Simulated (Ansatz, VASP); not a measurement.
**K: VASP beside Ansatz**

The input INCAR:

```
SYSTEM = K
PREC = Accurate ; ENCUT = 520
EDIFF = 1E-6 ; ISMEAR = -1
SIGMA = 0.1 ; LREAL = .False.
LASPH = .True. ; NELM = 100
ALGO = Normal ; ISIF = 2
LWAVE = .False. ; LCHARG = .False.
GGA = RE ; NBANDS = 16
```

Contents of KPOINTS:

```
Automatic mesh
0
Gamma
  6 6 6
  0 0 0
```

The input POSCAR:

```
K
1.0
    0.0000000000      4.7551544699      4.7551544699
    4.7551544699      0.0000000000      4.7551544699
    4.7551544699      4.7551544699      0.0000000000
K
2
Direct
    0.1250000000      0.1250000000      0.1250000000
    0.8750000000      0.8750000000      0.8750000000
```

Input for Ansatz:

```yaml
crystal:
  lattice:
    - [0.0, 4.7551544699, 4.7551544699]
    - [4.7551544699, 0.0, 4.7551544699]
    - [4.7551544699, 4.7551544699, 0.0]
  atoms:
    - { symbol: K, position: [0.125, 0.125, 0.125] }
    - { symbol: K, position: [0.875, 0.875, 0.875] }
hamiltonian:
  xc: revpbe
  pseudopotentials:
    kind: paw
    azcp:
      K: "pseudopotentials/K.paw.azcp"
basis:
  ecutwfc: 420
  fft_grid_basis: typed
kpoints:
  mp_grid: { grid: [6, 6, 6], shift: [0, 0, 0] }
magnetization:
  spin_polarized: false
scf:
  occupations: { method: fermi_dirac, width: 0.1 }
  lower_state_search: "off"
output:
  stress: true
  write_density: true
  write_potential: true
  elf: true
  volumetric_format: npy
```

Alike in both runs: task single point; functional revPBE; k mesh 6 × 6 × 6; occupations fermi-dirac, width 0.1 eV; no spin polarisation.

```csv
,VASP,Ansatz
version,VASP 6.6.1,Ansatz 0.2.0
potentials or method,"VASP PAW PBE potentials, release 64 (K_sv), cutoff 520 eV","plane waves (420 eV) with PAW, scalar-relativistic"
valence electrons in the cell,18,18
```

```csv
,VASP,Ansatz,Ansatz less VASP
pressure (GPa),0.2,0.2,+0.01
```

VASP's potentials were made for PBE, not for revPBE. With one functional, cell and mesh, what is left measures potentials, basis and numerics.
